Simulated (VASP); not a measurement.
Wanted: the native input for a VASP 6.6.1 run.

* Task: single point
* Functional: r2SCAN
* Potentials or basis: VASP PAW PBE potentials, release 64 (Al)
* Cutoff: 520 eV
* k mesh: 14 × 14 × 7
* Occupations: methfessel-paxton, width 0.15 eV
* Spin: no spin polarisation
* Dipole correction: no
* Further INCAR settings: ALGO = Normal; EDIFF = 1e-06; NBANDS = 10

Al:

```xyz
2
Lattice="2.7878 0.0000 0.0000 -1.3939 2.4143 0.0000 0.0000 0.0000 4.6585" Properties=species:S:1:pos:R:3 pbc="T T T"
Al    1.3939    0.8048    3.4939
Al    0.0000    1.6096    1.1646
```

The input as run:

POSCAR

```
Al
1.0
    2.7878440401      0.0000000000      0.0000000000
   -1.3939220200      2.4143437605      0.0000000000
    0.0000000000      0.0000000000      4.6585376722
Al
2
Direct
    0.6666666667      0.3333333333      0.7500000000
    0.3333333333      0.6666666667      0.2500000000
```

INCAR.step1

```
PREC = Accurate
ENCUT = 520
ISMEAR = 1
SIGMA = 0.15
LREAL = False
LASPH = True
NELM = 80
NBANDS = 10
GGA = PE
ALGO = Normal
EDIFF = 1E-4
LWAVE = True
LCHARG = False
```

INCAR.step2

```
PREC = Accurate
ENCUT = 520
EDIFF = 1E-6
ISMEAR = 1
SIGMA = 0.15
LREAL = False
LASPH = True
NELM = 80
ALGO = Normal
ISIF = 2
LWAVE = False
LCHARG = False
METAGGA = R2SCAN
LMIXTAU = True
NBANDS = 10
ISTART = 1
```

KPOINTS

```
regular mesh
0
Gamma
  14 14 7
```

Potentials or basis: VASP PAW PBE potentials, release 64 (Al).

Run with:

```bash
$ cat potpaw_PBE.64/Al/POTCAR > POTCAR
$ cp INCAR.step1 INCAR
$ mpirun -np 1 vasp_std > vasp.out
$ cp INCAR.step2 INCAR
$ mpirun -np 1 vasp_std > vasp.out
```

Results of the run:

```json
{
  "Pressure": "1.7 GPa",
  "Band gap on the k mesh": "zero (band 3 reaches 11.73 eV, above the bottom of band 4 at 5.46 eV)"
}
```

Caveat: the PAW data sets were made with another functional, which shifts forces and pressure a little.

Wall time 64 s on 1 thread of Intel(R) Xeon(R) Platinum 8259CL CPU @ 2.50GHz (Skylake/Cascade Lake) (shared host), peak memory 0.16 GiB.
